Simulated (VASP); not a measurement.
# Sc (Fm-3m) in VASP: notebook

Runs on Sc. Level: PBEsol. Tasks: relaxation of cell and atoms.

Program: VASP 6.6.1. These are calculated values, not measurements. Logs are shortened: lines on timing, memory, paths and dates and some standing lists are left out, and cuts for length are marked.

## Step 1: The cell of the first run

The structure is cubic, space group Fm-3m (No. 225). The conventional cell has a = 4.549 Å, b = 4.549 Å, c = 4.549 Å, α = 90.00°, β = 90.00°, γ = 90.00°. Sc (site symmetry m-3m) has 12 Sc at 3.22 Å within 4.2 Å.

This isn't the form of Sc at room conditions, which is hcp.

## Step 2: Relaxation of cell and atoms, PBEsol

The input, INCAR:

```
  ALGO = Normal
  EDIFF = 1E-7
  EDIFFG = -0.01
  ENCUT = 600
  GGA = PS
  IBRION = 2
  ISIF = 3
  ISMEAR = 1
  LASPH = T
  LCHARG = F
  LREAL = F
  LWAVE = F
  NELM = 100
  NSW = 80
  PREC = Accurate
  SIGMA = 0.05
```

The input, KPOINTS:

```
k-points
0
Gamma
  6 6 6
```

The input, POSCAR:

```
Sc
1.0
    4.5487226549      0.0000000000      0.0000000000
    0.0000000000      4.5487226549      0.0000000000
    0.0000000000      0.0000000000      4.5487226549
Sc
4
Direct
    0.0000000000      0.0000000000      0.0000000000
    0.0000000000      0.5000000000      0.5000000000
    0.5000000000      0.0000000000      0.5000000000
    0.5000000000      0.5000000000      0.0000000000
```

Potentials or basis: VASP PAW PBE potentials, release 64 (Sc_sv).

Command:

```console
$ cat potpaw_PBE.64/Sc_sv/POTCAR > POTCAR
$ mpirun -np 1 vasp_std > vasp.out
```

OUTCAR:

```text
EDIFF = 1E-7
   EDIFFG = -0.01
   ENCUT = 600
   GGA = PS
   IBRION = 2
   ISIF = 3
   ISMEAR = 1
   LASPH = T
   LREAL = F
   NELM = 100
   NSW = 80
   PREC = Accurate

 ion  position               nearest neighbor table
   1  0.000  0.000  0.000-   2 3.22   3 3.22   4 3.22   2 3.22   3 3.22   2 3.22   4 3.22   2 3.22
                             3 3.22   4 3.22   3 3.22   4 3.22
   2  0.000  0.500  0.500-   1 3.22   3 3.22   4 3.22   1 3.22   4 3.22   1 3.22   3 3.22   1 3.22
                             3 3.22   4 3.22   4 3.22   3 3.22
   3  0.500  0.000  0.500-   1 3.22   2 3.22   4 3.22   1 3.22   4 3.22   2 3.22   4 3.22   4 3.22
                             1 3.22   2 3.22   1 3.22   2 3.22
   4  0.500  0.500  0.000-   1 3.22   2 3.22   3 3.22   2 3.22   3 3.22   1 3.22   3 3.22   3 3.22
                             1 3.22   2 3.22   2 3.22   1 3.22

  LATTYP: Found a simple cubic cell.
 ALAT       =     4.5487226549

  Lattice vectors:

 A1 = (   4.5487226549,   0.0000000000,   0.0000000000)
 A2 = (   0.0000000000,   4.5487226549,   0.0000000000)
 A3 = (   0.0000000000,   0.0000000000,   4.5487226549)

Analysis of symmetry for initial positions (statically):
=====================================================================
 Subroutine PRICEL returns following result:

  LATTYP: Found a face centered cubic cell.
 ALAT       =     4.5487226549

  Lattice vectors:

 A1 = (   2.2743613274,  -2.2743613274,   0.0000000000)
 A2 = (   2.2743613274,   0.0000000000,   2.2743613274)
 A3 = (   0.0000000000,  -2.2743613274,   2.2743613274)

   4 primitive cells build up your supercell.

 Routine SETGRP: Setting up the symmetry group for a
 simple cubic supercell.

 Subroutine GETGRP returns: Found 48 space group operations
 (whereof 48 operations were pure point group operations)
 out of a pool of 48 trial point group operations.

The static configuration has the point symmetry O_h .

Analysis of symmetry for dynamics (positions and initial velocities):
=====================================================================
 Subroutine PRICEL returns following result:

  LATTYP: Found a face centered cubic cell.
 ALAT       =     4.5487226549

  Lattice vectors:

 A1 = (   2.2743613274,  -2.2743613274,   0.0000000000)
 A2 = (   2.2743613274,   0.0000000000,   2.2743613274)
 A3 = (   0.0000000000,  -2.2743613274,   2.2743613274)

   4 primitive cells build up your supercell.

 Routine SETGRP: Setting up the symmetry group for a
 simple cubic supercell.

 Subroutine GETGRP returns: Found 48 space group operations
 (whereof 48 operations were pure point group operations)
 out of a pool of 48 trial point group operations.

The dynamic configuration has the point symmetry O_h .

 Subroutine INISYM returns: Found 48 space group operations
 (whereof 48 operations are pure point group operations),
 and found     4 'primitive' translations

----------------------------------------------------------------------------------------

                                     Primitive cell

  volume of cell :      23.5293

  direct lattice vectors                    reciprocal lattice vectors
     2.274361327 -2.274361327  0.000000000     0.219841937 -0.219841937 -0.219841937
     2.274361327  0.000000000  2.274361327     0.219841937  0.219841937  0.219841937
     0.000000000 -2.274361327  2.274361327    -0.219841937 -0.219841937  0.219841937

  length of vectors
[... 75 lines left out ...]
   EDIFF  = 0.1E-06   stopping-criterion for ELM
   LREAL  =      F    real-space projection
   EDIFFG = -.1E-01   stopping-criterion for IOM
   NSW    =     80    number of steps for IOM
   IBRION =      2    ionic relax: 0-MD 1-quasi-New 2-CG
   NFREE  =      1    steps in history (QN), initial steepest desc. (CG)
   ISIF   =      3    stress and relaxation
   ISYM   =      2    0-nonsym 1-usesym 2-fastsym
   POTIM  = 0.5000    time-step for ionic-motion
   TEBEG  =    0.0;   TEEND  =   0.0 temperature during run
   PSTRESS=    0.0 pullay stress
   NELECT =      44.0000    total number of electrons
   NUPDOWN=      -1.0000    fix difference up-down
   EMIN   =  10.00;   EMAX   =-10.00  energy-range for DOS
   EFERMI =   0.00;   METHOD = LEGACY
   ISMEAR =     1;   SIGMA  =   0.05  broadening in eV -4-tet -1-fermi 0-gaus
   EFERMI_NEDOS =   21; number of points for ismear=-14 and -15
   IALGO  =     38    algorithm
   IMIX   =      4    mixing-type and parameters
     AMIX     =   0.40;   BMIX     =  1.00
     AMIX_MAG =   1.60;   BMIX_MAG =  1.00
  volume/ion in A,a.u.               =      23.53       158.78
  Fermi-wavevector in a.u.,A,eV,Ry     =   1.270583  2.401053 21.964978  1.614380
  Thomas-Fermi vector in A             =   2.403562
   LORBIT       =      0    0 simple, 1 ext, 2 COOP (PROOUT), +10 PAW based schemes
   GGA     = PS    functional components
   LHFCALC =     F    Hartree Fock is set to
   AEXX    =    0.0000 exact exchange contribution
   IVDW    =     0    specifies the selected vdW correction
   LEPSILON=     F    determine dielectric tensor
   LRPA    =     F    only Hartree local field effects (RPA)
 conjugate gradient relaxation of ions
 non-spin polarized calculation
 Methfessel and Paxton  Order N= 1 SIGMA  =   0.05
  energy-cutoff  :      600.00
  volume of cell :       94.12
 maximum number of plane-waves:      3178
   NGX = 19   NGY = 19   NGZ = 19

--------------------------------------- Ionic step        1  -------------------------------------------

 number of electron      44.0000024 magnetization

 Free energy of the ion-electron system (eV)
  ---------------------------------------------------
  ext. energy  EPLUGINS =         0.00000000
  ---------------------------------------------------
  free energy    TOTEN  =       -26.24895786 eV

  energy without entropy =      -26.25127069  energy(sigma->0) =      -26.24972880

------------------------ aborting loop because EDIFF is reached ----------------------------------------

  FORCE on cell =-STRESS in cart. coord.  units (eV):
  Direction    XX          YY          ZZ          XY          YZ          ZX
  --------------------------------------------------------------------------------------
  -------------------------------------------------------------------------------------
  Total        0.0773439      0.0773439      0.0773439     -0.0000000     -0.0000000      0.0000000
  in kB        1.3166443      1.3166443      1.3166443     -0.0000000     -0.0000000      0.0000000
  external PRESSURE =       1.3166443 kB  Pullay stress =       0.0000000 kB

 VOLUME and BASIS-vectors are now :
 -----------------------------------------------------------------------------
  energy-cutoff  :      600.00
  volume of cell :       94.12
      direct lattice vectors                 reciprocal lattice vectors
     4.548722655  0.000000000  0.000000000     0.219841937  0.000000000  0.000000000
     0.000000000  4.548722655  0.000000000     0.000000000  0.219841937  0.000000000
     0.000000000  0.000000000  4.548722655     0.000000000  0.000000000  0.219841937

 POSITION                                       TOTAL-FORCE (eV/Angst)
 -----------------------------------------------------------------------------------
      0.00000      0.00000      0.00000         0.000000     -0.000000     -0.000000
      0.00000      2.27436      2.27436         0.000000     -0.000000     -0.000000
      2.27436      0.00000      2.27436        -0.000000      0.000000     -0.000000
      2.27436      2.27436      0.00000        -0.000000      0.000000      0.000000
 -----------------------------------------------------------------------------------
    total drift:                                0.000000      0.000000      0.000000

  FREE ENERGIE OF THE ION-ELECTRON SYSTEM (eV)
  ---------------------------------------------------
  free  energy   TOTEN  =       -26.2489578574 eV

  energy  without entropy=      -26.2512706917  energy(sigma->0) =      -26.24972880

--------------------------------------- Ionic step        2  -------------------------------------------

 number of electron      44.0000024 magnetization

 Free energy of the ion-electron system (eV)
  ---------------------------------------------------
  ext. energy  EPLUGINS =         0.00000000
  ---------------------------------------------------
  free energy    TOTEN  =       -26.24904832 eV

  energy without entropy =      -26.25145852  energy(sigma->0) =      -26.24985172

 E-fermi :   3.8640     XC(G=0): -10.1675

 val. band max:        3.8084888746   @ k =   0.3333   0.3333   0.1667
 cond. band min:       3.8746351744   @ k =   0.5000   0.3333   0.3333
 fundamental gap:      0.0661462998
 Fermi energy:         3.8639965421

 k-point     1 :       0.0000    0.0000    0.0000
  band No.  band energies     occupation
      1     -45.2187      2.00000
      2     -45.1218      2.00000
      3     -45.1218      2.00000
      4     -45.1218      2.00000
      5     -24.1295      2.00000
      6     -24.1295      2.00000
[... 569 lines left out ...]
     25       5.4058      0.00000
     26       5.4058      0.00000

------------------------ aborting loop because EDIFF is reached ----------------------------------------

  FORCE on cell =-STRESS in cart. coord.  units (eV):
  Direction    XX          YY          ZZ          XY          YZ          ZX
  --------------------------------------------------------------------------------------
  -------------------------------------------------------------------------------------
  Total       -0.0155213     -0.0155213     -0.0155213     -0.0000000     -0.0000000      0.0000000
  in kB       -0.2634853     -0.2634853     -0.2634853     -0.0000000     -0.0000000      0.0000000
  external PRESSURE =      -0.2634853 kB  Pullay stress =       0.0000000 kB

 VOLUME and BASIS-vectors are now :
 -----------------------------------------------------------------------------
  energy-cutoff  :      600.00
  volume of cell :       94.38
      direct lattice vectors                 reciprocal lattice vectors
     4.552965791 -0.000000000  0.000000000     0.219637055  0.000000000  0.000000000
    -0.000000000  4.552965791 -0.000000000     0.000000000  0.219637055  0.000000000
    -0.000000000 -0.000000000  4.552965791    -0.000000000  0.000000000  0.219637055

 POSITION                                       TOTAL-FORCE (eV/Angst)
 -----------------------------------------------------------------------------------
     -0.00000      4.55297      4.55297        -0.000000      0.000000      0.000000
     -0.00000      2.27648      2.27648        -0.000000     -0.000000     -0.000000
      2.27648     -0.00000      2.27648        -0.000000     -0.000000      0.000000
      2.27648      2.27648     -0.00000         0.000000     -0.000000     -0.000000
 -----------------------------------------------------------------------------------
    total drift:                                0.000000      0.000000      0.000000

  FREE ENERGIE OF THE ION-ELECTRON SYSTEM (eV)
  ---------------------------------------------------
  free  energy   TOTEN  =       -26.2490483155 eV

  energy  without entropy=      -26.2514585230  energy(sigma->0) =      -26.24985172

 reached required accuracy - stopping structural energy minimisation
```

It took 74 s on 1 thread of Oxide Virtual Turin-like, shared host; peak memory 0.19 GiB.

Results:

```yaml
Free_energy: -26.2490 eV
Relaxed_volume: 23.60 Å³/atom
Relaxed_cell: a = 4.553 Å, b = 4.553 Å, c = 4.553 Å, α = 90.00°, β = 90.00°, γ = 90.00°
Space_group_after_relaxing_to_0.1_Å: Fm-3m (No. 225)
Energy_gained_by_relaxing: 0.0 meV/atom
Ionic_steps: 2
Pressure_after_relaxing: 0.0 GPa
Band_gap_on_the_k_mesh: zero (bands 22 and 23 overlap by 1.04 eV)
```

Final structure:
```yaml
crystal:
  lattice:
    - [4.55297, 0.00000, 0.00000]
    - [0.00000, 4.55297, 0.00000]
    - [0.00000, 0.00000, 4.55297]
  atoms:
    - { symbol: Sc, position: [0.00000, 0.00000, 0.00000] }
    - { symbol: Sc, position: [0.00000, 0.50000, 0.50000] }
    - { symbol: Sc, position: [0.50000, 0.00000, 0.50000] }
    - { symbol: Sc, position: [0.50000, 0.50000, 0.00000] }
```

Levels at points of the mesh, in eV from the Fermi level:
```csv
k point,band 18,band 19,band 20,band 21,band 22,band 23,band 24,band 25,band 26
"(0.00, 0.00, 0.00)",-1.59,-1.59,-1.59,-0.67,-0.67,-0.67,1.66,1.66,1.66
"(0.50, 0.00, 0.00)",-3.30,-0.69,-0.69,0.25,0.25,0.25,0.25,0.34,0.34
"(0.50, 0.50, 0.00)",-1.79,-1.79,-1.79,0.37,0.37,0.37,0.37,0.75,0.75
"(0.50, 0.50, 0.50)",-1.80,-1.80,-1.80,0.35,0.35,0.35,0.35,1.54,1.54
```

Caveat: the PAW data sets were made with another functional, which shifts forces and pressure a little.

## Step 3: Relaxation of cell and atoms, PBEsol

This run uses another cell than the first one, of 24.97 Å³/atom.

The input, INCAR:

```
SYSTEM = Sc
ALGO = Normal
EDIFF = 1E-7
EDIFFG = -0.01
ENCUT = 600
GGA = PS
IBRION = 2
ISIF = 3
ISMEAR = 1
LASPH = .True.
LCHARG = .False.
LREAL = .False.
LWAVE = .False.
NELM = 60
NSW = 80
PREC = Accurate
SIGMA = 0.05
```

The input, KPOINTS:

```
k-points
0
Gamma
  6 6 6
  0 0 0
```

The input, POSCAR:

```
Sc
1.0
    4.6400000000      0.0000000000      0.0000000000
    0.0000000000      4.6400000000      0.0000000000
    0.0000000000      0.0000000000      4.6400000000
Sc
4
Direct
    0.0000000000      0.0000000000      0.0000000000
    0.0000000000      0.5000000000      0.5000000000
    0.5000000000      0.0000000000      0.5000000000
    0.5000000000      0.5000000000      0.0000000000
```

Potentials or basis: VASP PAW PBE potentials, release 64 (Sc_sv).

Command:

```console
$ cat potpaw_PBE.64/Sc_sv/POTCAR > POTCAR
$ mpirun -np 1 vasp_std > vasp.out
```

It took 3.4 min on 1 thread of Oxide Virtual Turin-like, shared host; peak memory 0.23 GiB.

It converged, with:

| Item | Value |
| --- | --- |
| Free energy | -26.2496 eV |
| Relaxed volume | 23.58 Å³/atom |
| Relaxed cell | a = 4.552 Å, b = 4.552 Å, c = 4.552 Å, α = 90.00°, β = 90.00°, γ = 90.00° |
| Space group after relaxing (to 0.1 Å) | Fm-3m (No. 225) |
| Energy gained by relaxing | 12.9 meV/atom |
| Ionic steps | 3 |
| Pressure after relaxing | 0.0 GPa |
| Band gap on the k mesh | zero (bands 22 and 23 overlap by 1.04 eV) |

The path:
| step | energy change (eV) | largest force (eV/Å) | pressure (GPa) | volume (Å³) |
| --- | --- | --- | --- | --- |
| 1 | 0.0000 | 0.0000 | -2.83 | 99.90 |
| 2 | -0.0507 | 0.0000 | 0.42 | 93.65 |
| 3 | -0.0516 | 0.0000 | 0.01 | 94.34 |

Final structure:
```yaml
crystal:
  lattice:
    - [4.55230, 0.00000, 0.00000]
    - [0.00000, 4.55230, 0.00000]
    - [0.00000, 0.00000, 4.55230]
  atoms:
    - { symbol: Sc, position: [0.00000, 0.00000, 0.00000] }
    - { symbol: Sc, position: [0.00000, 0.50000, 0.50000] }
    - { symbol: Sc, position: [0.50000, 0.00000, 0.50000] }
    - { symbol: Sc, position: [0.50000, 0.50000, 0.00000] }
```

Levels at points of the mesh, in eV from the Fermi level:
```tsv
k point	band 18	band 19	band 20	band 21	band 22	band 23	band 24	band 25	band 26
(0.00, 0.00, 0.00)	-1.59	-1.59	-1.59	-0.67	-0.67	-0.67	1.66	1.66	1.66
(0.50, 0.00, 0.00)	-3.30	-0.69	-0.69	0.25	0.25	0.25	0.25	0.34	0.34
(0.50, 0.50, 0.00)	-1.79	-1.79	-1.79	0.37	0.37	0.37	0.37	0.75	0.75
(0.50, 0.50, 0.50)	-1.80	-1.80	-1.80	0.35	0.35	0.35	0.35	1.54	1.54
```

Caveat: the PAW data sets were made with another functional, which shifts forces and pressure a little.

The gap in the log of VASP goes by the Fermi energy; the results here count the filled bands.